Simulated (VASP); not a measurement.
# InGaAs2 (P-4m2) in VASP: a series of runs

The runs below take InGaAs2 through single point, with r2SCAN.

All numbers are computed with VASP 6.6.1; they aren't measurements. Logs are shortened: lines on timing, memory, paths and dates and some standing lists are left out, and cuts for length are marked.

### 1 The cell of the first run

It takes space group P-4m2 (No. 115, tetragonal). The conventional cell has a = 4.157 Å, b = 4.157 Å, c = 6.159 Å, α = 90.00°, β = 90.00°, γ = 90.00°. Within 3.5 Å of In (site symmetry -4m2) lie 4 As at 2.66 Å. Ga (site symmetry -4m2) has 4 As at 2.52 Å within 3.3 Å. As (site symmetry 2mm) has 2 Ga at 2.52 Å and 2 In at 2.66 Å within 3.3 Å.

### 2 Single point, r2SCAN

POSCAR

```
InGaAs2
1.0
    4.1568441023      0.0000000000      0.0000000000
    0.0000000000      4.1568441023      0.0000000000
    0.0000000000      0.0000000000      6.1592658789
In Ga As
1 1 2
Direct
    0.0000000000      0.0000000000      0.5000000000
    0.5000000000      0.5000000000      0.0000000000
    0.5000000000      0.0000000000      0.7684750000
    0.0000000000      0.5000000000      0.2315250000
```

INCAR.step1

```
PREC     = Accurate       # precision mode
ENCUT    = 520            # plane-wave cutoff, eV
ISMEAR   = 0              # smearing method
SIGMA    = 0.03           # smearing width, eV
LREAL    = F              # projectors in reciprocal space
LASPH    = T              # aspherical terms in the spheres
NELM     = 60             # most SCF steps
NBANDS   = 26             # bands
GGA      = PE             # functional
ALGO     = Normal         # electronic algorithm
EDIFF    = 1E-4           # SCF threshold, eV
LWAVE    = T              # write WAVECAR
LCHARG   = F              # write CHGCAR
```

INCAR.step2

```
PREC     = Accurate       # precision mode
ENCUT    = 520            # plane-wave cutoff, eV
EDIFF    = 1E-6           # SCF threshold, eV
ISMEAR   = 0              # smearing method
SIGMA    = 0.03           # smearing width, eV
LREAL    = F              # projectors in reciprocal space
LASPH    = T              # aspherical terms in the spheres
NELM     = 60             # most SCF steps
ALGO     = Normal         # electronic algorithm
ISIF     = 2              # what is computed and relaxed
LWAVE    = F              # write WAVECAR
LCHARG   = F              # write CHGCAR
METAGGA  = R2SCAN         # meta-GGA
LMIXTAU  = T            
NBANDS   = 26             # bands
ISTART   = 1
```

KPOINTS

```
Automatic mesh
0
Gamma
  10 10 6
```

Potentials or basis: VASP PAW PBE potentials, release 64 (In_d, Ga_d, As).

On the command line:

```
$ cat potpaw_PBE.64/In_d/POTCAR potpaw_PBE.64/Ga_d/POTCAR potpaw_PBE.64/As/POTCAR > POTCAR
$ cp INCAR.step1 INCAR
$ mpirun -np 1 vasp_std > vasp.out
$ cp INCAR.step2 INCAR
$ mpirun -np 1 vasp_std > vasp.out
```

OUTCAR:

```text
PREC = Accurate
   ENCUT = 520
   EDIFF = 1E-6
   ISMEAR = 0
   LREAL = F
   LASPH = T
   NELM = 60
   ISIF = 2
   METAGGA = R2SCAN
   ISTART = 1

 ion  position               nearest neighbor table
   1  0.000  0.000  0.500-   3 2.66   4 2.66   4 2.66   3 2.66
   2  0.500  0.500  0.000-   3 2.52   4 2.52   3 2.52   4 2.52
   3  0.500  0.000  0.768-   2 2.52   2 2.52   1 2.66   1 2.66
   4  0.000  0.500  0.232-   2 2.52   2 2.52   1 2.66   1 2.66

  LATTYP: Found a simple tetragonal cell.
 ALAT       =     4.1568441023
 C/A-ratio  =     1.4817168331

  Lattice vectors:

 A1 = (   4.1568441023,   0.0000000000,   0.0000000000)
 A2 = (   0.0000000000,   4.1568441023,   0.0000000000)
 A3 = (   0.0000000000,   0.0000000000,   6.1592658789)

Analysis of symmetry for initial positions (statically):
=====================================================================
 Subroutine PRICEL returns:
 Original cell was already a primitive cell.

 Routine SETGRP: Setting up the symmetry group for a
 simple tetragonal supercell.

 Subroutine GETGRP returns: Found  8 space group operations
 (whereof  8 operations were pure point group operations)
 out of a pool of 16 trial point group operations.

The static configuration has the point symmetry D_2d.

Analysis of symmetry for dynamics (positions and initial velocities):
=====================================================================
 Subroutine PRICEL returns:
 Original cell was already a primitive cell.

 Routine SETGRP: Setting up the symmetry group for a
 simple tetragonal supercell.

 Subroutine GETGRP returns: Found  8 space group operations
 (whereof  8 operations were pure point group operations)
 out of a pool of 16 trial point group operations.

The dynamic configuration has the point symmetry D_2d.

 Subroutine INISYM returns: Found  8 space group operations
 (whereof  8 operations are pure point group operations),
 and found     1 'primitive' translations

----------------------------------------------------------------------------------------

                                     Primitive cell

  volume of cell :     106.4281

  direct lattice vectors                    reciprocal lattice vectors
     4.156844102  0.000000000  0.000000000     0.240567117  0.000000000  0.000000000
     0.000000000  4.156844102  0.000000000     0.000000000  0.240567117  0.000000000
     0.000000000  0.000000000  6.159265879     0.000000000  0.000000000  0.162357011

  length of vectors
     4.156844102  4.156844102  6.159265879     0.240567117  0.240567117  0.162357011

  position of ions in fractional coordinates (direct lattice)
     0.000000000  0.000000000  0.500000000
     0.500000000  0.500000000  0.000000000
     0.500000000  0.000000000  0.768475000
     0.000000000  0.500000000  0.231525000

  ion indices of the primitive-cell ions
   primitive index   ion index
                 1           1
                 2           2
                 3           3
                 4           4

----------------------------------------------------------------------------------------

 KPOINTS: Automatic mesh

Automatic generation of k-mesh.
 Grid dimensions read from file:
 generate k-points for:   10   10    6

 Generating k-lattice:

  Cartesian coordinates                     Fractional coordinates (reciprocal lattice)
     0.024056712  0.000000000  0.000000000     0.100000000  0.000000000  0.000000000
     0.000000000  0.024056712  0.000000000     0.000000000  0.100000000  0.000000000
     0.000000000  0.000000000  0.027059502     0.000000000  0.000000000  0.166666667

  Length of vectors
     0.024056712  0.024056712  0.027059502

  Shift w.r.t. Gamma in fractional coordinates (k-lattice)
     0.000000000  0.000000000  0.000000000

 Subroutine IBZKPT returns following result:
 ===========================================

 Found     84 irreducible k-points:

 Following reciprocal coordinates:
            Coordinates               Weight
  0.000000  0.000000  0.000000      1.000000
  0.100000  0.000000  0.000000      4.000000
  0.200000  0.000000  0.000000      4.000000
  0.300000  0.000000  0.000000      4.000000
  0.400000  0.000000  0.000000      4.000000
  0.500000  0.000000  0.000000      2.000000
[... 16 lines left out ...]
  0.100000  0.000000  0.166667      8.000000
  0.200000  0.000000  0.166667      8.000000
 [... further k-points ...]
   k-points           NKPTS =     84   k-points in BZ     NKDIM =     84   number of bands    NBANDS=     26
   number of dos      NEDOS =    301   number of ions     NIONS =      4
   total plane-waves  NPLWV =  49152
   dimension x,y,z NGX =    32 NGY =   32 NGZ =   48
   dimension x,y,z NGXF=    64 NGYF=   64 NGZF=   96
   ions per type =               1   1   2
   NGX,Y,Z   is equivalent  to a cutoff of  12.80, 12.80, 12.96 a.u.
   NGXF,Y,Z  is equivalent  to a cutoff of  25.60, 25.60, 25.91 a.u.
 SYSTEM =  unknown system
   PREC   = accura    normal or accurate (medium, high low for compatibility)
   ISTART =      1    job   : 0-new  1-cont  2-samecut
   ICHARG =      0    charge: 1-file 2-atom 10-const
   ISPIN  =      1    spin polarized calculation?
   LNONCOLLINEAR =      F non collinear calculations
   LSORBIT =      F    spin-orbit coupling
   LASPH  =      T    aspherical Exc in radial PAW
   ENCUT  =  520.0 eV  38.22 Ry    6.18 a.u.   7.73  7.73 11.45*2*pi/ulx,y,z
   NELM   =     60;   NELMIN=  2; NELMDL=  0     # of ELM steps
   EDIFF  = 0.1E-05   stopping-criterion for ELM
   LREAL  =      F    real-space projection
[... 7 lines left out ...]
   TEBEG  =    0.0;   TEEND  =   0.0 temperature during run
   PSTRESS=    0.0 pullay stress
   NELECT =      36.0000    total number of electrons
   NUPDOWN=      -1.0000    fix difference up-down
   EMIN   =  10.00;   EMAX   =-10.00  energy-range for DOS
   EFERMI =   0.00;   METHOD = LEGACY
   ISMEAR =     0;   SIGMA  =   0.03  broadening in eV -4-tet -1-fermi 0-gaus
   EFERMI_NEDOS =   21; number of points for ismear=-14 and -15
   IALGO  =     38    algorithm
   IMIX   =      4    mixing-type and parameters
     AMIX     =   0.40;   BMIX     =  1.00
     AMIX_MAG =   1.60;   BMIX_MAG =  1.00
  volume/ion in A,a.u.               =      26.61       179.55
  Fermi-wavevector in a.u.,A,eV,Ry     =   1.140662  2.155538 17.702664  1.301109
  Thomas-Fermi vector in A             =   2.277363
   LORBIT       =      0    0 simple, 1 ext, 2 COOP (PROOUT), +10 PAW based schemes
   METAGGA = R2SCAN    functional components
   LHFCALC =     F    Hartree Fock is set to
   AEXX    =    0.0000 exact exchange contribution
   IVDW    =     0    specifies the selected vdW correction
   LEPSILON=     F    determine dielectric tensor
   LRPA    =     F    only Hartree local field effects (RPA)
 non-spin polarized calculation
 Gauss-broadening in eV      SIGMA  =   0.03
  energy-cutoff  :      520.00
  volume of cell :      106.43
 maximum number of plane-waves:      2896
 NGX is ok and might be reduce to    32
   NGX = 15   NGY = 15   NGZ = 23

 number of electron      35.9999978 magnetization

 Free energy of the ion-electron system (eV)
  ---------------------------------------------------
  ext. energy  EPLUGINS =         0.00000000
  ---------------------------------------------------
  free energy    TOTEN  =       -64.97310483 eV

  energy without entropy =      -64.97301714  energy(sigma->0) =      -64.97306099

 E-fermi :   3.5863     XC(G=0):  -9.6691

 val. band max:        3.5800261517   @ k =   0.0000   0.0000   0.0000
 cond. band min:       4.3381842006   @ k =   0.5000   0.0000   0.5000
 fundamental gap:      0.7581580489
 Fermi energy:         3.5862527551

 k-point     1 :       0.0000    0.0000    0.0000
  band No.  band energies     occupation
      1     -11.7581      2.00000
      2     -11.6912      2.00000
      3     -11.6912      2.00000
      4     -11.6506      2.00000
      5     -11.6309      2.00000
      6     -11.3796      2.00000
[... 18 lines left out ...]
     25      11.3212      0.00000
     26      12.8601      0.00000

 k-point     2 :       0.1000    0.0000    0.0000
  band No.  band energies     occupation
      1     -11.7564      2.00000
      2     -11.6943      2.00000
      3     -11.6910      2.00000
      4     -11.6498      2.00000
      5     -11.6315      2.00000
      6     -11.3753      2.00000
[... 18 lines left out ...]
     25      11.7413      0.00000
     26      12.4697      0.00000

 k-point     3 :       0.2000    0.0000    0.0000
  band No.  band energies     occupation
      1     -11.7520      2.00000
      2     -11.7022      2.00000
      3     -11.6904      2.00000
      4     -11.6478      2.00000
      5     -11.6332      2.00000
      6     -11.3649      2.00000
[... 18 lines left out ...]
     25      11.7057      0.00000
     26      11.8629      0.00000

 k-point     4 :       0.3000    0.0000    0.0000
  band No.  band energies     occupation
      1     -11.7469      2.00000
      2     -11.7118      2.00000
      3     -11.6896      2.00000
      4     -11.6452      2.00000
      5     -11.6352      2.00000
      6     -11.3549      2.00000
[... 18 lines left out ...]
     25      10.9682      0.00000
     26      11.1263      0.00000
[... 496 lines left out ...]
      1     -11.7568      2.00000
      2     -11.6909      2.00000
      3     -11.6909      2.00000
      4     -11.6505      2.00000
      5     -11.6309      2.00000
      6     -11.3843      2.00000
[... 18 lines left out ...]
     25      11.6701      0.00000
     26      11.9877      0.00000

 k-point    23 :       0.1000    0.0000    0.1667
  band No.  band energies     occupation
      1     -11.7552      2.00000
      2     -11.6941      2.00000
      3     -11.6907      2.00000
      4     -11.6497      2.00000
      5     -11.6315      2.00000
      6     -11.3797      2.00000
[... 18 lines left out ...]
     25      11.5367      0.00000
     26      12.1073      0.00000

 k-point    24 :       0.2000    0.0000    0.1667
  band No.  band energies     occupation
      1     -11.7512      2.00000
      2     -11.7022      2.00000
      3     -11.6902      2.00000
      4     -11.6477      2.00000
      5     -11.6332      2.00000
      6     -11.3687      2.00000
[... 18 lines left out ...]
     25      10.6939      0.00000
     26      11.4374      0.00000

 [... further k-points ...]

------------------------ aborting loop because EDIFF is reached ----------------------------------------

  FORCE on cell =-STRESS in cart. coord.  units (eV):
  Direction    XX          YY          ZZ          XY          YZ          ZX
  --------------------------------------------------------------------------------------
  -------------------------------------------------------------------------------------
  Total       -1.1110579     -1.1110579     -2.4864592      0.0000000      0.0000000      0.0000000
  in kB      -16.7259515    -16.7259515    -37.4313510      0.0000000      0.0000000      0.0000000
  external PRESSURE =     -23.6277513 kB  Pullay stress =       0.0000000 kB

 VOLUME and BASIS-vectors are now :
 -----------------------------------------------------------------------------
  energy-cutoff  :      520.00
  volume of cell :      106.43
      direct lattice vectors                 reciprocal lattice vectors
     4.156844102  0.000000000  0.000000000     0.240567117  0.000000000  0.000000000
     0.000000000  4.156844102  0.000000000     0.000000000  0.240567117  0.000000000
     0.000000000  0.000000000  6.159265879     0.000000000  0.000000000  0.162357011

 POSITION                                       TOTAL-FORCE (eV/Angst)
 -----------------------------------------------------------------------------------
      0.00000      0.00000      3.07963         0.000000     -0.000000      0.000000
      2.07842      2.07842      0.00000         0.000000      0.000000      0.000000
      2.07842      0.00000      4.73324        -0.000000     -0.000000      0.051654
      0.00000      2.07842      1.42602         0.000000     -0.000000     -0.051654
 -----------------------------------------------------------------------------------
    total drift:                                0.000000     -0.000000     -0.000000

  FREE ENERGIE OF THE ION-ELECTRON SYSTEM (eV)
  ---------------------------------------------------
  free  energy   TOTEN  =       -64.9731048338 eV

  energy  without entropy=      -64.9730171365  energy(sigma->0) =      -64.97306099
```

It took 4.5 min on 1 thread of Intel Xeon 6975P-C (Granite Rapids), shared host; peak memory 0.39 GiB.

Results:

```yaml
Free_energy: -64.9731 eV
Pressure: -2.4 GPa
Largest_force: 0.052 eV/Å
Band_gap_on_the_k_mesh: zero (filled and empty bands touch)
```

Forces on the atoms (eV/Å):
```
In   0.000  0.000  0.000
Ga   0.000  0.000  0.000
As   0.000  0.000  0.052
As   0.000  0.000 -0.052
```

Stress tensor (GPa, compression positive):
```
-1.67  0.00  0.00
 0.00 -1.67  0.00
 0.00  0.00 -3.74
```

Levels at points of the mesh, in eV from the Fermi level:
| k point | band 16 | band 17 | band 18 | band 19 | band 20 | band 21 |
| --- | --- | --- | --- | --- | --- | --- |
| (0.00, 0.00, 0.00) | -0.35 | -0.05 | -0.01 | -0.01 | 1.95 | 2.30 |
| (0.50, 0.00, 0.00) | -3.03 | -1.32 | -0.74 | 2.39 | 3.39 | 5.04 |
| (0.50, 0.50, 0.00) | -2.56 | -2.56 | -2.40 | 1.69 | 1.69 | 1.76 |
| (0.00, 0.00, 0.50) | -1.77 | -1.14 | -1.14 | 2.26 | 2.41 | 3.08 |
| (0.50, 0.00, 0.50) | -1.29 | -1.27 | -0.67 | 0.75 | 1.22 | 4.40 |
| (0.50, 0.50, 0.50) | -3.17 | -3.03 | -3.03 | 4.05 | 4.16 | 4.44 |

Caveat: semilocal functionals underestimate gaps, and a narrow one can read as zero; the PAW data sets were made with another functional, which shifts forces and pressure a little; spin-orbit coupling is left out, which moves the levels of the heavy elements.

(Part 1 of 2 ends here.)

The gap in the log of VASP goes by the Fermi energy; the results here count the filled bands.